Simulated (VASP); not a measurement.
# Al6H in VASP: a series of runs

The runs below take Al6H through single point, with PBE.

Everything below comes from runs of VASP 6.6.1. Logs are shortened: lines on timing, memory, paths and dates and some standing lists are left out, and cuts for length are marked.

**1. The cell of the first run**

The cell holds a slab with vacuum, 14 atoms: a = 5.714 Å, b = 5.714 Å, c = 22.602 Å, α = 90.00°, β = 90.00°, γ = 120.00°.

**2. Single point, PBE**

File INCAR:

```
PREC     = Accurate       # precision mode
ENCUT    = 520            # plane-wave cutoff, eV
EDIFF    = 1E-6           # SCF threshold, eV
ISMEAR   = 0              # smearing method
SIGMA    = 0.1            # smearing width, eV
LREAL    = False          # projectors in reciprocal space
LASPH    = True           # aspherical terms in the spheres
NELM     = 60             # most SCF steps
ALGO     = Normal         # electronic algorithm
ISIF     = 2              # what is computed and relaxed
LWAVE    = False          # write WAVECAR
LCHARG   = False          # write CHGCAR
LDIPOL   = True         
IDIPOL   = 3            
DIPOL    = 0.5 0.5 0.304
GGA      = PE             # functional
NBANDS   = 32             # bands
```

File KPOINTS:

```
Automatic mesh
0
Gamma
  6 6 1
```

File POSCAR:

```
Al6H
1.0
    5.7143028096      0.0000000000      0.0000000000
   -2.8571514048      4.9487313980      0.0000000000
    0.0000000000      0.0000000000     22.6016424997
Al H
12 2
Direct
    0.3333333333      0.1666666667      0.1769782882
    0.3333333333      0.6666666667      0.1769782882
    0.8333333333      0.1666666667      0.1769782882
    0.8333333333      0.6666666667      0.1769782882
    0.1666666667      0.3333333333      0.2787817902
    0.1666666667      0.8333333333      0.2787817902
    0.6666666667      0.3333333333      0.2787817902
    0.6666666667      0.8333333333      0.2787817902
    0.0000000000      0.0000000000      0.3805759913
    0.0000000000      0.5000000000      0.3805759913
    0.5000000000      0.0000000000      0.3805759913
    0.5000000000      0.5000000000      0.3805759913
    0.2677085297      0.1666666667      0.4571191010
    0.3989581370      0.1666666667      0.4571191010
```

Potentials or basis: VASP PAW PBE potentials, release 64 (Al, H).

On the command line:

```sh
$ cat potpaw_PBE.64/Al/POTCAR potpaw_PBE.64/H/POTCAR > POTCAR
$ mpirun -np 1 vasp_std > vasp.out
```

OUTCAR:

```text
PREC = Accurate
   ENCUT = 520
   EDIFF = 1E-6
   ISMEAR = 0
   LREAL = False
   LASPH = True
   NELM = 60
   ISIF = 2
   GGA = PE

 ion  position               nearest neighbor table
   1  0.333  0.167  0.177-   5 2.83   6 2.83   7 2.83   4 2.86   2 2.86   2 2.86   4 2.86   3 2.86
                             3 2.86
   2  0.333  0.667  0.177-   6 2.83   5 2.83   8 2.83   3 2.86   1 2.86   1 2.86   3 2.86   4 2.86
                             4 2.86
   3  0.833  0.167  0.177-   7 2.83   8 2.83   5 2.83   4 2.86   2 2.86   4 2.86   2 2.86   1 2.86
                             1 2.86
   4  0.833  0.667  0.177-   8 2.83   7 2.83   6 2.83   3 2.86   1 2.86   3 2.86   1 2.86   2 2.86
                             2 2.86
   5  0.167  0.333  0.279-   9 2.83  12 2.83  10 2.83   1 2.83   2 2.83   3 2.83   8 2.86   6 2.86
                             6 2.86   8 2.86   7 2.86   7 2.86
   6  0.167  0.833  0.279-  10 2.83  11 2.83   9 2.83   2 2.83   1 2.83   4 2.83   7 2.86   5 2.86
                             5 2.86   7 2.86   8 2.86   8 2.86
   7  0.667  0.333  0.279-  11 2.83  10 2.83  12 2.83   3 2.83   4 2.83   1 2.83   8 2.86   6 2.86
                             8 2.86   6 2.86   5 2.86   5 2.86
   8  0.667  0.833  0.279-  12 2.83   9 2.83  11 2.83   4 2.83   3 2.83   2 2.83   7 2.86   5 2.86
                             7 2.86   5 2.86   6 2.86   6 2.86
   9  0.000  0.000  0.381-   5 2.83   8 2.83   6 2.83  10 2.86  12 2.86  10 2.86  12 2.86  11 2.86
                            11 2.86
  10  0.000  0.500  0.381-   6 2.83   7 2.83   5 2.83   9 2.86  11 2.86   9 2.86  11 2.86  12 2.86
                            12 2.86
  11  0.500  0.000  0.381-   7 2.83   6 2.83   8 2.83  10 2.86  12 2.86  12 2.86  10 2.86   9 2.86
                             9 2.86
  12  0.500  0.500  0.381-   8 2.83   5 2.83   7 2.83   9 2.86  11 2.86  11 2.86   9 2.86  10 2.86
                            10 2.86
  13  0.268  0.167  0.457-  14 0.75
  14  0.399  0.167  0.457-  13 0.75

  LATTYP: Found a hexagonal cell.
 ALAT       =     5.7143028096
 C/A-ratio  =     3.9552756045

  Lattice vectors:

 A1 = (   5.7143028096,   0.0000000000,   0.0000000000)
 A2 = (  -2.8571514048,   4.9487313980,   0.0000000000)
 A3 = (   0.0000000000,   0.0000000000,  22.6016424997)

Analysis of symmetry for initial positions (statically):
=====================================================================
 Subroutine PRICEL returns:
 Original cell was already a primitive cell.

 Routine SETGRP: Setting up the symmetry group for a
 hexagonal supercell.

 Subroutine GETGRP returns: Found  2 space group operations
 (whereof  1 operations were pure point group operations)
 out of a pool of 24 trial point group operations.

The static configuration has the point symmetry C_1 .
 The point group associated with its full space group is C_1h.

Analysis of symmetry for dynamics (positions and initial velocities):
=====================================================================
 Subroutine PRICEL returns:
 Original cell was already a primitive cell.

 Routine SETGRP: Setting up the symmetry group for a
 hexagonal supercell.

 Subroutine GETGRP returns: Found  2 space group operations
 (whereof  1 operations were pure point group operations)
 out of a pool of 24 trial point group operations.

The dynamic configuration has the point symmetry C_1 .
 The point group associated with its full space group is C_1h.

 Subroutine INISYM returns: Found  2 space group operations
 (whereof  1 operations are pure point group operations),
 and found     1 'primitive' translations

----------------------------------------------------------------------------------------

                                     Primitive cell

  volume of cell :     639.1417

  direct lattice vectors                    reciprocal lattice vectors
     5.714302810  0.000000000  0.000000000     0.174999476  0.101035995  0.000000000
    -2.857151405  4.948731398  0.000000000     0.000000000  0.202071990  0.000000000
     0.000000000  0.000000000 22.601642500     0.000000000  0.000000000  0.044244572

  length of vectors
     5.714302810  5.714302810 22.601642500     0.202071990  0.202071990  0.044244572

  position of ions in fractional coordinates (direct lattice)
     0.333333333  0.166666667  0.176978288
     0.333333333  0.666666667  0.176978288
     0.833333333  0.166666667  0.176978288
     0.833333333  0.666666667  0.176978288
     0.166666667  0.333333333  0.278781790
     0.166666667  0.833333333  0.278781790
     0.666666667  0.333333333  0.278781790
     0.666666667  0.833333333  0.278781790
     0.000000000  0.000000000  0.380575991
     0.000000000  0.500000000  0.380575991
     0.500000000  0.000000000  0.380575991
     0.500000000  0.500000000  0.380575991
     0.267708530  0.166666667  0.457119101
     0.398958137  0.166666667  0.457119101

  ion indices of the primitive-cell ions
   primitive index   ion index
                 1           1
                 2           2
                 3           3
                 4           4
                 5           5
                 6           6
                 7           7
                 8           8
                 9           9
                10          10
                11          11
                12          12
                13          13
                14          14

----------------------------------------------------------------------------------------

 KPOINTS: Automatic mesh

Automatic generation of k-mesh.
 Grid dimensions read from file:
 generate k-points for:    6    6    1

 Generating k-lattice:

  Cartesian coordinates                     Fractional coordinates (reciprocal lattice)
     0.029166579  0.016839332  0.000000000     0.166666667  0.000000000  0.000000000
     0.000000000  0.033678665  0.000000000     0.000000000  0.166666667  0.000000000
     0.000000000  0.000000000  0.044244572     0.000000000  0.000000000  1.000000000

  Length of vectors
     0.033678665  0.033678665  0.044244572

  Shift w.r.t. Gamma in fractional coordinates (k-lattice)
     0.000000000  0.000000000  0.000000000

 Subroutine IBZKPT returns following result:
 ===========================================

 Found     13 irreducible k-points:

 Following reciprocal coordinates:
            Coordinates               Weight
  0.000000  0.000000  0.000000      1.000000
  0.166667 -0.000000  0.000000      4.000000
  0.000000  0.166667  0.000000      2.000000
  0.333333 -0.000000  0.000000      4.000000
  0.000000  0.333333  0.000000      2.000000
  0.500000  0.000000  0.000000      2.000000
  0.000000  0.500000  0.000000      1.000000
  0.166667  0.166667  0.000000      4.000000
 -0.333333  0.166667  0.000000      2.000000
  0.333333  0.166667  0.000000      4.000000
 -0.166667  0.500000  0.000000      4.000000
  0.500000  0.333333  0.000000      4.000000
  0.333333  0.333333  0.000000      2.000000
   k-points           NKPTS =     13   k-points in BZ     NKDIM =     13   number of bands    NBANDS=     32
   number of dos      NEDOS =    301   number of ions     NIONS =     14
   total plane-waves  NPLWV = 296352
   dimension x,y,z NGX =    42 NGY =   42 NGZ =  168
   dimension x,y,z NGXF=    84 NGYF=   84 NGZF=  336
   ions per type =              12   2
   NGX,Y,Z   is equivalent  to a cutoff of  12.22, 12.22, 12.36 a.u.
   NGXF,Y,Z  is equivalent  to a cutoff of  24.44, 24.44, 24.71 a.u.
 SYSTEM =  unknown system
   PREC   = accura    normal or accurate (medium, high low for compatibility)
   ISTART =      0    job   : 0-new  1-cont  2-samecut
   ICHARG =      2    charge: 1-file 2-atom 10-const
   ISPIN  =      1    spin polarized calculation?
   LNONCOLLINEAR =      F non collinear calculations
   LSORBIT =      F    spin-orbit coupling
   LASPH  =      T    aspherical Exc in radial PAW
   ENCUT  =  520.0 eV  38.22 Ry    6.18 a.u.  10.62 10.62 42.02*2*pi/ulx,y,z
   NELM   =     60;   NELMIN=  2; NELMDL= -5     # of ELM steps
   EDIFF  = 0.1E-05   stopping-criterion for ELM
   LREAL  =      F    real-space projection
   EDIFFG = 0.1E-04   stopping-criterion for IOM
   NSW    =      0    number of steps for IOM
   IBRION =     -1    ionic relax: 0-MD 1-quasi-New 2-CG
   NFREE  =      0    steps in history (QN), initial steepest desc. (CG)
   ISIF   =      2    stress and relaxation
   ISYM   =      2    0-nonsym 1-usesym 2-fastsym
   POTIM  = 0.5000    time-step for ionic-motion
   TEBEG  =    0.0;   TEEND  =   0.0 temperature during run
   PSTRESS=    0.0 pullay stress
   NELECT =      38.0000    total number of electrons
   NUPDOWN=      -1.0000    fix difference up-down
   EMIN   =  10.00;   EMAX   =-10.00  energy-range for DOS
   EFERMI =   0.00;   METHOD = LEGACY
   ISMEAR =     0;   SIGMA  =   0.10  broadening in eV -4-tet -1-fermi 0-gaus
   EFERMI_NEDOS =   21; number of points for ismear=-14 and -15
   IALGO  =     38    algorithm
   IMIX   =      4    mixing-type and parameters
     AMIX     =   0.40;   BMIX     =  1.00
     AMIX_MAG =   1.60;   BMIX_MAG =  1.00
  volume/ion in A,a.u.               =      45.65       308.08
  Fermi-wavevector in a.u.,A,eV,Ry     =   0.638955  1.207450  5.554763  0.408264
  Thomas-Fermi vector in A             =   1.704469
   LORBIT       =      0    0 simple, 1 ext, 2 COOP (PROOUT), +10 PAW based schemes
   GGA     = PE    functional components
   LHFCALC =     F    Hartree Fock is set to
   AEXX    =    0.0000 exact exchange contribution
   IVDW    =     0    specifies the selected vdW correction
   LEPSILON=     F    determine dielectric tensor
   LRPA    =     F    only Hartree local field effects (RPA)
 non-spin polarized calculation
 Gauss-broadening in eV      SIGMA  =   0.10
  energy-cutoff  :      520.00
  volume of cell :      639.14
 maximum number of plane-waves:     17305
   NGX = 21   NGY = 21   NGZ = 85

 dipolmoment           0.000000      0.000000      0.000019 electrons x Angstroem

 number of electron      38.0000002 magnetization

 dipolmoment           0.000000      0.000000     -0.029242 electrons x Angstroem

 Free energy of the ion-electron system (eV)
  ---------------------------------------------------
  ext. energy  EPLUGINS =         0.00000000
  ---------------------------------------------------
  free energy    TOTEN  =       -47.97322608 eV

  energy without entropy =      -47.94726018  energy(sigma->0) =      -47.96024313

 E-fermi :  -0.1233     XC(G=0):  -4.0551

 val. band max:       -0.1849223847   @ k =   0.0000   0.3333   0.0000
 cond. band min:      -0.1013268516   @ k =  -0.3333   0.1667   0.0000
 fundamental gap:      0.0835955332
 Fermi energy:        -0.1233381367

 k-point     1 :       0.0000    0.0000    0.0000
  band No.  band energies     occupation
      1     -10.7709      2.00000
      2      -9.5619      2.00000
      3      -8.2685      2.00000
      4      -5.8835      2.00000
      5      -4.8249      2.00000
      6      -4.8213      2.00000
[... 431 lines left out ...]
     30       3.1677      0.00000
     31       3.3539      0.00000
 [bands above 31 left out]

------------------------ aborting loop because EDIFF is reached ----------------------------------------

 vacuum level on the upper side and lower side of the slab       (xc-potential included)        -0.105         0.081

  FORCE on cell =-STRESS in cart. coord.  units (eV):
  Direction    XX          YY          ZZ          XY          YZ          ZX
  --------------------------------------------------------------------------------------
  -------------------------------------------------------------------------------------
  Total       -1.6610565     -2.8308425      4.0875792      0.0000000     -0.1271496      0.0000000
  in kB       -4.1638766     -7.0962540     10.2465963      0.0000000     -0.3187340      0.0000000
  external PRESSURE =      -0.3378448 kB  Pullay stress =       0.0000000 kB

 VOLUME and BASIS-vectors are now :
 -----------------------------------------------------------------------------
  energy-cutoff  :      520.00
  volume of cell :      639.14
      direct lattice vectors                 reciprocal lattice vectors
     5.714302810  0.000000000  0.000000000     0.174999476  0.101035995  0.000000000
    -2.857151405  4.948731398  0.000000000     0.000000000  0.202071990  0.000000000
     0.000000000  0.000000000 22.601642500     0.000000000  0.000000000  0.044244572

 POSITION                                       TOTAL-FORCE (eV/Angst)
 -----------------------------------------------------------------------------------
      1.42858      0.82479      4.00000        -0.000000     -0.005261     -0.038085
     -0.00000      3.29915      4.00000        -0.060175     -0.033838     -0.099921
      4.28573      0.82479      4.00000         0.000000      0.073812     -0.094968
      2.85715      3.29915      4.00000         0.060175     -0.033838     -0.099921
      0.00000      1.64958      6.30093         0.020584      0.020902     -0.033717
     -1.42858      4.12394      6.30093        -0.000000      0.023980     -0.032381
      2.85715      1.64958      6.30093        -0.020584      0.020902     -0.033717
      1.42858      4.12394      6.30093         0.000000     -0.004776      0.080911
      0.00000      0.00000      8.60164        -0.379410     -0.196811     -0.409568
     -1.42858      2.47437      8.60164        -0.000000     -0.011104      0.125665
      2.85715      0.00000      8.60164         0.379410     -0.196811     -0.409568
      1.42858      2.47437      8.60164         0.000000      0.332774     -0.428046
      1.05358      0.82479     10.33164        -1.139056      0.005034      0.736658
      1.80358      0.82479     10.33164         1.139056      0.005034      0.736658
 -----------------------------------------------------------------------------------
    total drift:                               -0.000000     -0.000029     -0.000177

  FREE ENERGIE OF THE ION-ELECTRON SYSTEM (eV)
  ---------------------------------------------------
  free  energy   TOTEN  =       -47.9732260815 eV

  energy  without entropy=      -47.9472601830  energy(sigma->0) =      -47.96024313

 vacuum level on the upper side and lower side of the slab         3.681         3.868
```

It took 10 min on 1 thread of Intel Xeon Platinum 8259CL at 2.50GHz (Skylake/Cascade Lake), shared host; peak memory 0.72 GiB.

Results:

```
Free energy            : -47.9732 eV
Largest force          : 1.357 eV/Å
Band gap on the k mesh : zero (bands 19 and 20 overlap by 0.90 eV)
```

Forces in eV/Å, atoms in the order of the input:
```
Al   0.000 -0.005 -0.038
Al  -0.060 -0.034 -0.100
Al   0.000  0.074 -0.095
Al   0.060 -0.034 -0.100
Al   0.021  0.021 -0.034
Al   0.000  0.024 -0.032
Al  -0.021  0.021 -0.034
Al   0.000 -0.005  0.081
Al  -0.379 -0.197 -0.410
Al   0.000 -0.011  0.126
Al   0.379 -0.197 -0.410
Al   0.000  0.333 -0.428
H   -1.139  0.005  0.737
H    1.139  0.005  0.737
```

(Continued in part 2 of 2.)
